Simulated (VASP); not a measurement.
Wanted: the native input for a VASP 6.6.1 run.

```yaml
Task: single point
Functional: r2SCAN
Dispersion: rVV10
Potentials_or_basis: VASP PAW PBE potentials, release 64 (Ca_sv)
Cutoff: 520 eV
k_mesh: 8 × 8 × 8
Occupations: fermi-dirac, width 0.05 eV
Spin: no spin polarisation
Dipole_correction: no
Further_INCAR_settings: ALGO = Normal; EDIFF = 1e-06; NBANDS = 11
```

Ca:

```
Ca
1.0
     0.00000    2.90453    2.90453
     2.90453    0.00000    2.90453
     2.90453    2.90453    0.00000
Ca
1
Direct
  0.00000 0.00000 0.00000
```

One way to write it, as run:

POSCAR

```
Ca
1.0
    0.0000000000      2.9045343697      2.9045343697
    2.9045343697      0.0000000000      2.9045343697
    2.9045343697      2.9045343697      0.0000000000
Ca
1
Direct
    0.0000000000      0.0000000000      0.0000000000
```

INCAR.step1

```
PREC = Accurate ; ENCUT = 520
ISMEAR = -1 ; SIGMA = 0.05
LREAL = False ; LASPH = True
NELM = 100 ; NBANDS = 11
GGA = PE ; ALGO = Normal
EDIFF = 1E-4 ; LWAVE = True
LCHARG = False
```

INCAR.step2

```
PREC = Accurate ; ENCUT = 520
EDIFF = 1E-6 ; ISMEAR = -1
SIGMA = 0.05 ; LREAL = False
LASPH = True ; NELM = 100
ALGO = Normal ; ISIF = 2
LWAVE = False ; LCHARG = False
METAGGA = R2SCAN ; LMIXTAU = True
LUSE_VDW = True ; IVDW_NL = 2
BPARAM = 11.95 ; CPARAM = 0.0093
NBANDS = 11 ; ISTART = 1
```

KPOINTS

```
regular mesh
0
Gamma
  8 8 8
```

Potentials or basis: VASP PAW PBE potentials, release 64 (Ca_sv).

Command:

```bash
$ cat potpaw_PBE.64/Ca_sv/POTCAR > POTCAR
$ cp INCAR.step1 INCAR
$ mpirun -np 1 vasp_std > vasp.out
$ cp INCAR.step2 INCAR
$ mpirun -np 1 vasp_std > vasp.out
```

Results of the run:

```
Pressure               : -1.9 GPa
Band gap on the k mesh : zero (bands 5 and 6 overlap by 0.71 eV)
```

Caveat: the PAW data sets were made with another functional, which shifts forces and pressure a little.

It took 2.6 min on 1 thread of Intel Xeon 8259CL, on a shared host, peak memory 0.32 GiB.
